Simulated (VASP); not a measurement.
# PtSe2 (P-3m1) in VASP: notebook

The runs below take PtSe2 through single point, relaxation of cell and atoms, with PBE+D3(BJ).

All numbers are computed with VASP 6.6.1; they aren't measurements. Logs are shortened: lines on timing, memory, paths and dates and some standing lists are left out, and cuts for length are marked.

### Step 1. The cell of the first run

The structure is trigonal, space group P-3m1 (No. 164). Conventional cell: a = 3.772 Å, b = 3.772 Å, c = 4.820 Å, α = 90.00°, β = 90.00°, γ = 120.00°. Within 3.3 Å of Pt (site symmetry -3m) lie 6 Se at 2.53 Å. Within 3.4 Å of Se (site symmetry 3m) lie 3 Pt at 2.53 Å and 6 Se at 3.14 to 3.36 Å.

### Step 2. Single point, PBE+D3(BJ)

File INCAR:

```
PREC = Accurate
ENCUT = 520
EDIFF = 1E-6
ISMEAR = 0
SIGMA = 0.03
LREAL = F
LASPH = T
NELM = 100
ALGO = Normal
ISIF = 2
LWAVE = F
LCHARG = T
GGA = PE
IVDW = 12
LELF = T
LVHAR = T
NBANDS = 18
```

File KPOINTS:

```
regular mesh
0
Gamma
  12 12 8
```

File POSCAR:

```
PtSe2
1.0
    3.7716670169      0.0000000000      0.0000000000
   -1.8858335084      3.2663594512      0.0000000000
    0.0000000000      0.0000000000      4.8197832893
Pt Se
1 2
Direct
    0.0000000000      0.0000000000      0.0000000000
    0.3333333333      0.6666666667      0.2655977399
    0.6666666667      0.3333333333      0.7344022601
```

Potentials or basis: VASP PAW PBE potentials, release 64 (Pt, Se).

Launch:

```bash
$ cat potpaw_PBE.64/Pt/POTCAR potpaw_PBE.64/Se/POTCAR > POTCAR
$ mpirun -np 1 vasp_std > vasp.out
```

OUTCAR:

```text
PREC = Accurate
   ENCUT = 520
   EDIFF = 1E-6
   ISMEAR = 0
   LREAL = F
   LASPH = T
   NELM = 100
   ISIF = 2
   GGA = PE
   IVDW = 12
 IVDW          = 12

 ion  position               nearest neighbor table
   1  0.000  0.000  0.000-   2 2.53   3 2.53   2 2.53   3 2.53   3 2.53   2 2.53
   2  0.333  0.667  0.266-   1 2.53   1 2.53   1 2.53
   3  0.667  0.333  0.734-   1 2.53   1 2.53   1 2.53

  LATTYP: Found a hexagonal cell.
 ALAT       =     3.7716670169
 C/A-ratio  =     1.2778920482

  Lattice vectors:

 A1 = (   3.7716670169,   0.0000000000,   0.0000000000)
 A2 = (  -1.8858335084,   3.2663594512,   0.0000000000)
 A3 = (   0.0000000000,   0.0000000000,   4.8197832893)

Analysis of symmetry for initial positions (statically):
=====================================================================
 Subroutine PRICEL returns:
 Original cell was already a primitive cell.

 Routine SETGRP: Setting up the symmetry group for a
 hexagonal supercell.

 Subroutine GETGRP returns: Found 12 space group operations
 (whereof 12 operations were pure point group operations)
 out of a pool of 24 trial point group operations.

The static configuration has the point symmetry D_3d.

Analysis of symmetry for dynamics (positions and initial velocities):
=====================================================================
 Subroutine PRICEL returns:
 Original cell was already a primitive cell.

 Routine SETGRP: Setting up the symmetry group for a
 hexagonal supercell.

 Subroutine GETGRP returns: Found 12 space group operations
 (whereof 12 operations were pure point group operations)
 out of a pool of 24 trial point group operations.

The dynamic configuration has the point symmetry D_3d.

 Subroutine INISYM returns: Found 12 space group operations
 (whereof 12 operations are pure point group operations),
 and found     1 'primitive' translations

----------------------------------------------------------------------------------------

                                     Primitive cell

  volume of cell :      59.3779

  direct lattice vectors                    reciprocal lattice vectors
     3.771667017  0.000000000  0.000000000     0.265134752  0.153075621  0.000000000
    -1.885833508  3.266359451  0.000000000     0.000000000  0.306151241  0.000000000
     0.000000000  0.000000000  4.819783289     0.000000000  0.000000000  0.207478208

  length of vectors
     3.771667017  3.771667017  4.819783289     0.306151241  0.306151241  0.207478208

  position of ions in fractional coordinates (direct lattice)
     0.000000000  0.000000000  0.000000000
     0.333333333  0.666666667  0.265597740
     0.666666667  0.333333333  0.734402260

  ion indices of the primitive-cell ions
   primitive index   ion index
                 1           1
                 2           2
                 3           3

----------------------------------------------------------------------------------------

 KPOINTS: regular mesh

Automatic generation of k-mesh.
 Grid dimensions read from file:
 generate k-points for:   12   12    8

 Generating k-lattice:

  Cartesian coordinates                     Fractional coordinates (reciprocal lattice)
     0.022094563  0.012756302  0.000000000     0.083333333  0.000000000  0.000000000
     0.000000000  0.025512603  0.000000000     0.000000000  0.083333333  0.000000000
     0.000000000  0.000000000  0.025934776     0.000000000  0.000000000  0.125000000

  Length of vectors
     0.025512603  0.025512603  0.025934776

  Shift w.r.t. Gamma in fractional coordinates (k-lattice)
     0.000000000  0.000000000  0.000000000

 Subroutine IBZKPT returns following result:
 ===========================================

 Found    131 irreducible k-points:

 Following reciprocal coordinates:
            Coordinates               Weight
  0.000000  0.000000  0.000000      1.000000
  0.083333 -0.000000  0.000000      6.000000
  0.166667 -0.000000  0.000000      6.000000
  0.250000 -0.000000  0.000000      6.000000
  0.333333 -0.000000  0.000000      6.000000
  0.416667  0.000000  0.000000      6.000000
[... 16 lines left out ...]
  0.166667 -0.000000  0.125000      6.000000
  0.000000  0.166667  0.125000      6.000000
 [... further k-points ...]
   k-points           NKPTS =    131   k-points in BZ     NKDIM =    131   number of bands    NBANDS=     18
   number of dos      NEDOS =    301   number of ions     NIONS =      3
   total plane-waves  NPLWV =  28224
   dimension x,y,z NGX =    28 NGY =   28 NGZ =   36
   dimension x,y,z NGXF=    56 NGYF=   56 NGZF=   72
   ions per type =               1   2
   NGX,Y,Z   is equivalent  to a cutoff of  12.34, 12.34, 12.42 a.u.
   NGXF,Y,Z  is equivalent  to a cutoff of  24.68, 24.68, 24.83 a.u.
 SYSTEM =  unknown system
   PREC   = accura    normal or accurate (medium, high low for compatibility)
   ISTART =      0    job   : 0-new  1-cont  2-samecut
   ICHARG =      2    charge: 1-file 2-atom 10-const
   ISPIN  =      1    spin polarized calculation?
   LNONCOLLINEAR =      F non collinear calculations
   LSORBIT =      F    spin-orbit coupling
   LASPH  =      T    aspherical Exc in radial PAW
   ENCUT  =  520.0 eV  38.22 Ry    6.18 a.u.   7.01  7.01  8.96*2*pi/ulx,y,z
   NELM   =    100;   NELMIN=  2; NELMDL= -5     # of ELM steps
   EDIFF  = 0.1E-05   stopping-criterion for ELM
   LREAL  =      F    real-space projection
   EDIFFG = 0.1E-04   stopping-criterion for IOM
   NSW    =      0    number of steps for IOM
   IBRION =     -1    ionic relax: 0-MD 1-quasi-New 2-CG
   NFREE  =      0    steps in history (QN), initial steepest desc. (CG)
   ISIF   =      2    stress and relaxation
   ISYM   =      2    0-nonsym 1-usesym 2-fastsym
   POTIM  = 0.5000    time-step for ionic-motion
   TEBEG  =    0.0;   TEEND  =   0.0 temperature during run
   PSTRESS=    0.0 pullay stress
   NELECT =      22.0000    total number of electrons
   NUPDOWN=      -1.0000    fix difference up-down
   EMIN   =  10.00;   EMAX   =-10.00  energy-range for DOS
   EFERMI =   0.00;   METHOD = LEGACY
   ISMEAR =     0;   SIGMA  =   0.03  broadening in eV -4-tet -1-fermi 0-gaus
   EFERMI_NEDOS =   21; number of points for ismear=-14 and -15
   IALGO  =     38    algorithm
   IMIX   =      4    mixing-type and parameters
     AMIX     =   0.40;   BMIX     =  1.00
     AMIX_MAG =   1.60;   BMIX_MAG =  1.00
  volume/ion in A,a.u.               =      19.79       133.57
  Fermi-wavevector in a.u.,A,eV,Ry     =   1.175820  2.221977 18.810766  1.382552
  Thomas-Fermi vector in A             =   2.312194
   LORBIT       =      0    0 simple, 1 ext, 2 COOP (PROOUT), +10 PAW based schemes
   GGA     = PE    functional components
   LHFCALC =     F    Hartree Fock is set to
   AEXX    =    0.0000 exact exchange contribution
   IVDW    =    12    specifies the selected vdW correction
   LEPSILON=     F    determine dielectric tensor
   LRPA    =     F    only Hartree local field effects (RPA)
 non-spin polarized calculation
 Gauss-broadening in eV      SIGMA  =   0.03
  energy-cutoff  :      520.00
  volume of cell :       59.38
 maximum number of plane-waves:      1620
   NGX = 13   NGY = 13   NGZ = 17

 number of electron      21.9999997 magnetization

 Free energy of the ion-electron system (eV)
  ---------------------------------------------------
  ext. energy  EPLUGINS =         0.00000000
  ---------------------------------------------------
  free energy    TOTEN  =       -14.19506618 eV

  energy without entropy =      -14.19480416  energy(sigma->0) =      -14.19493517

 E-fermi :   6.7465     XC(G=0): -10.8264

 val. band max:        6.6946139989   @ k =  -0.1667   0.5000   0.1250
 cond. band min:       6.7561391352   @ k =   0.3333   0.2500   0.0000
 fundamental gap:      0.0615251363
 Fermi energy:         6.7464804610

 k-point     1 :       0.0000    0.0000    0.0000
  band No.  band energies     occupation
      1      -8.9514      2.00000
      2      -5.8493      2.00000
      3      -0.3970      2.00000
      4       0.4905      2.00000
      5       0.4905      2.00000
      6       2.9290      2.00000
[... 10 lines left out ...]
     17      13.9904      0.00000
     18      18.4737      0.00000

 k-point     2 :       0.0833   -0.0000    0.0000
  band No.  band energies     occupation
      1      -8.8766      2.00000
      2      -5.8938      2.00000
      3      -0.3029      2.00000
      4       0.5395      2.00000
      5       0.5649      2.00000
      6       2.8288      2.00000
[... 10 lines left out ...]
     17      14.2160      0.00000
     18      17.2739      0.00000

 k-point     3 :       0.1667   -0.0000    0.0000
  band No.  band energies     occupation
      1      -8.6590      2.00000
      2      -6.0174      2.00000
      3      -0.0328      2.00000
      4       0.6773      2.00000
      5       0.7761      2.00000
      6       2.4277      2.00000
[... 10 lines left out ...]
     17      14.7618      0.00000
     18      15.9097      0.00000

 k-point     4 :       0.2500   -0.0000    0.0000
  band No.  band energies     occupation
      1      -8.3209      2.00000
      2      -6.1977      2.00000
      3       0.3616      2.00000
      4       0.8721      2.00000
      5       1.0415      2.00000
      6       1.7094      2.00000
[... 10 lines left out ...]
     17      14.9256      0.00000
     18      15.1302      0.00000

 k-point     5 :       0.3333   -0.0000    0.0000
  band No.  band energies     occupation
      1      -7.9027      2.00000
      2      -6.4176      2.00000
      3       0.4152      2.00000
      4       1.0071      2.00000
      5       1.0638      2.00000
      6       1.7756      2.00000
[... 10 lines left out ...]
     17      14.4541      0.00000
     18      15.4419      0.00000

 k-point     6 :       0.4167    0.0000    0.0000
  band No.  band energies     occupation
      1      -7.4681      2.00000
      2      -6.6749      2.00000
      3      -0.1544      2.00000
      4       1.1858      2.00000
      5       1.3910      2.00000
      6       2.3850      2.00000
[... 10 lines left out ...]
     17      14.0600      0.00000
     18      16.7275      0.00000

 k-point     7 :       0.5000   -0.0000    0.0000
  band No.  band energies     occupation
      1      -7.1729      2.00000
      2      -6.8969      2.00000
      3      -0.3868      2.00000
      4       1.2225      2.00000
      5       1.5905      2.00000
      6       2.8346      2.00000
[... 10 lines left out ...]
     17      13.9189      0.00000
     18      17.8830      0.00000

 k-point     8 :       0.0833    0.0833    0.0000
  band No.  band energies     occupation
      1      -8.7304      2.00000
      2      -5.9775      2.00000
      3      -0.1211      2.00000
      4       0.6360      2.00000
      5       0.7048      2.00000
      6       2.6773      2.00000
[... 10 lines left out ...]
     17      14.6872      0.00000
     18      16.1170      0.00000
[... 229 lines left out ...]
     17      15.2092      0.00000
     18      17.3101      0.00000

 k-point    20 :       0.0000    0.0000    0.1250
  band No.  band energies     occupation
      1      -8.8751      2.00000
      2      -6.0466      2.00000
      3      -0.1367      2.00000
      4       0.5049      2.00000
      5       0.5049      2.00000
      6       2.9196      2.00000
[... 10 lines left out ...]
     17      13.9244      0.00000
     18      17.8943      0.00000

 k-point    21 :       0.0833   -0.0000    0.1250
  band No.  band energies     occupation
      1      -8.8009      2.00000
      2      -6.0795      2.00000
      3      -0.1008      2.00000
      4       0.5771      2.00000
      5       0.5957      2.00000
      6       2.8393      2.00000
[... 10 lines left out ...]
     17      13.9584      0.00000
     18      16.5507      0.00000

 k-point    22 :       0.0000    0.0833    0.1250
  band No.  band energies     occupation
      1      -8.8020      2.00000
      2      -6.0751      2.00000
      3      -0.1221      2.00000
      4       0.5290      2.00000
      5       0.6542      2.00000
      6       2.7822      2.00000
[... 10 lines left out ...]
     17      14.4681      0.00000
     18      16.4704      0.00000

 k-point    23 :       0.1667   -0.0000    0.1250
  band No.  band energies     occupation
      1      -8.5832      2.00000
      2      -6.1804      2.00000
      3       0.0742      2.00000
      4       0.7376      2.00000
      5       0.8420      2.00000
      6       2.5210      2.00000
[... 10 lines left out ...]
     17      14.1289      0.00000
     18      15.2643      0.00000

 k-point    24 :       0.0000    0.1667    0.1250
  band No.  band energies     occupation
      1      -8.5919      2.00000
      2      -6.1496      2.00000
      3      -0.0646      2.00000
      4       0.6368      2.00000
      5       1.0085      2.00000
      6       2.2531      2.00000
[... 10 lines left out ...]
     17      15.3537      0.00000
     18      15.4064      0.00000

 [... further k-points ...]

------------------------ aborting loop because EDIFF is reached ----------------------------------------

 Edisp (eV)   -1.47085

 E8    (eV) :    -0.6320

  FORCE on cell =-STRESS in cart. coord.  units (eV):
  Direction    XX          YY          ZZ          XY          YZ          ZX
  --------------------------------------------------------------------------------------
  -------------------------------------------------------------------------------------
  Total      -0.00802    -0.00802    -0.01451    -0.00000     0.00000    -0.00000
  in kB      -0.21635    -0.21635    -0.39139    -0.00000     0.00000    -0.00000
  external pressure =       -0.27 kB  Pullay stress =        0.00 kB

 VOLUME and BASIS-vectors are now :
 -----------------------------------------------------------------------------
  energy-cutoff  :      520.00
  volume of cell :       59.38
      direct lattice vectors                 reciprocal lattice vectors
     3.771667017  0.000000000  0.000000000     0.265134752  0.153075621  0.000000000
    -1.885833508  3.266359451  0.000000000     0.000000000  0.306151241  0.000000000
     0.000000000  0.000000000  4.819783289     0.000000000  0.000000000  0.207478208

 POSITION                                       TOTAL-FORCE (eV/Angst)
 -----------------------------------------------------------------------------------
      0.00000      0.00000      0.00000        -0.000000      0.000000      0.000000
     -0.00000      2.17757      1.28012         0.000000      0.000000      0.005542
      1.88583      1.08879      3.53966         0.000000     -0.000000     -0.005542
 -----------------------------------------------------------------------------------
    total drift:                                0.000000      0.000000      0.000000

  FREE ENERGIE OF THE ION-ELECTRON SYSTEM (eV)
  ---------------------------------------------------
  free  energy   TOTEN  =       -15.6659206964 eV

  energy  without entropy=      -15.6656586692  energy(sigma->0) =      -15.66578968
```

It took 49 s on 1 thread of Intel Xeon 6975P-C (Granite Rapids), shared host; peak memory 0.28 GiB.

What came out:

```yaml
Free_energy: -15.6659 eV
Pressure: 0.0 GPa
Largest_force: 0.006 eV/Å
Band_gap_on_the_k_mesh: zero (bands 11 and 12 overlap by 0.83 eV)
Dispersion_energy_per_atom: -0.490 eV
```

Forces on the atoms (eV/Å):
```
Pt   0.000  0.000  0.000
Se   0.000  0.000  0.006
Se   0.000  0.000 -0.006
```

Caveat: spin-orbit coupling is left out, which moves the levels of the heavy elements.

### Step 3. Relaxation of cell and atoms, PBE+D3(BJ)

This run uses another cell than the first one, of 20.18 Å³/atom.

File INCAR:

```
PREC = Accurate
ENCUT = 600
EDIFF = 1E-7
ISMEAR = 0
SIGMA = 0.03
LREAL = False
LASPH = True
NELM = 60
ALGO = Normal
ISIF = 3
LWAVE = False
LCHARG = False
GGA = PE
IVDW = 12
IBRION = 2
NSW = 100
EDIFFG = -0.003
```

File KPOINTS:

```
Automatic mesh
0
Gamma
  12 12 8
```

File POSCAR:

```
PtSe2
1.0
    3.7278000000      0.0000000000      0.0000000000
   -1.8639000000      3.2283695002      0.0000000000
    0.0000000000      0.0000000000      5.0313000000
Pt Se
1 2
Direct
    0.0000000000      0.0000000000      0.0000000000
    0.3333333333      0.6666666667      0.2550000000
    0.6666666667      0.3333333333      0.7450000000
```

Potentials or basis: VASP PAW PBE potentials, release 64 (Pt, Se).

Launch:

```bash
$ cat potpaw_PBE.64/Pt/POTCAR potpaw_PBE.64/Se/POTCAR > POTCAR
$ mpirun -np 1 vasp_std > vasp.out
```

Run time: 10 min. Hardware: 1 thread of Intel Xeon 6975P-C (Granite Rapids), shared host; peak memory 0.32 GiB.

Results (log left out):

| Item | Value |
| --- | --- |
| Free energy | -15.6662 eV |
| Relaxed volume | 19.77 Å³/atom |
| Relaxed cell | a = 3.771 Å, b = 3.771 Å, c = 4.816 Å, α = 90.00°, β = 90.00°, γ = 120.00° |
| Space group after relaxing (to 0.1 Å) | P-3m1 (No. 164) |
| Energy gained by relaxing | 9.0 meV/atom |
| Ionic steps | 19 |
| Pressure after relaxing | 0.0 GPa |
| Band gap on the k mesh | zero (bands 11 and 12 overlap by 0.83 eV) |
| Dispersion energy per atom | -0.491 eV |

Forces in eV/Å, atoms in the order of the input:
```
Pt   0.000  0.000  0.000
Se   0.000  0.000 -0.003
Se   0.000  0.000  0.003
```

The path:
| step | energy change (eV) | largest force (eV/Å) | pressure (GPa) | volume (Å³) |
| --- | --- | --- | --- | --- |
| 1 | 0.0000 | 0.3452 | 2.16 | 60.55 |
| 2 | 0.0104 | 0.2434 | -3.84 | 62.97 |
| 3 | -0.0101 | 0.0911 | -0.45 | 61.53 |
| 4 | -0.0137 | 0.0954 | -0.43 | 61.26 |
| 5 | -0.0224 | 0.0964 | -0.28 | 60.44 |
| 6 | -0.0232 | 0.0589 | 0.33 | 58.77 |
| 7 | -0.0261 | 0.0907 | 0.01 | 59.61 |
| 8 | -0.0261 | 0.0882 | 0.04 | 59.51 |
| 9 | -0.0268 | 0.0417 | -0.39 | 59.42 |
| 10 | -0.0269 | 0.0090 | -0.29 | 59.45 |
| 11 | -0.0258 | 0.0240 | 0.89 | 58.82 |
| 12 | -0.0271 | 0.0001 | 0.03 | 59.27 |
| 13 | -0.0271 | 0.0002 | 0.02 | 59.28 |
| 14 | -0.0271 | 0.0066 | -0.01 | 59.30 |
| 15 | -0.0271 | 0.0092 | -0.03 | 59.31 |
| 16 | -0.0271 | 0.0013 | 0.07 | 59.29 |
| 17 | -0.0271 | 0.0044 | 0.03 | 59.30 |
| 18 | -0.0271 | 0.0049 | 0.03 | 59.30 |
| 19 | -0.0271 | 0.0025 | 0.01 | 59.32 |

Final structure:
```
Pt Se
1.0
     3.77131    0.00000    0.00000
    -1.88566    3.26605    0.00000
     0.00000    0.00000    4.81629
Pt Se
1 2
Direct
  0.00000 0.00000 0.00000
  0.33333 0.66667 0.26589
  0.66667 0.33333 0.73411
```

Levels at points of the mesh, in eV from the Fermi level:
| k point | band 8 | band 9 | band 10 | band 11 | band 12 | band 13 | band 14 | band 15 |
| --- | --- | --- | --- | --- | --- | --- | --- | --- |
| (0.00, 0.00, 0.00) | -2.50 | -1.03 | -1.03 | 0.76 | 1.03 | 1.03 | 3.33 | 4.08 |
| (0.50, 0.00, 0.00) | -3.72 | -3.34 | -3.28 | -2.94 | 0.47 | 2.48 | 5.01 | 6.10 |
| (0.00, 0.00, 0.50) | -2.93 | -1.75 | -1.75 | -1.73 | 2.30 | 2.30 | 4.97 | 6.51 |
| (0.50, 0.00, 0.50) | -3.37 | -3.10 | -2.61 | -1.12 | 0.58 | 1.44 | 4.90 | 4.91 |

Caveat: spin-orbit coupling is left out, which moves the levels of the heavy elements.
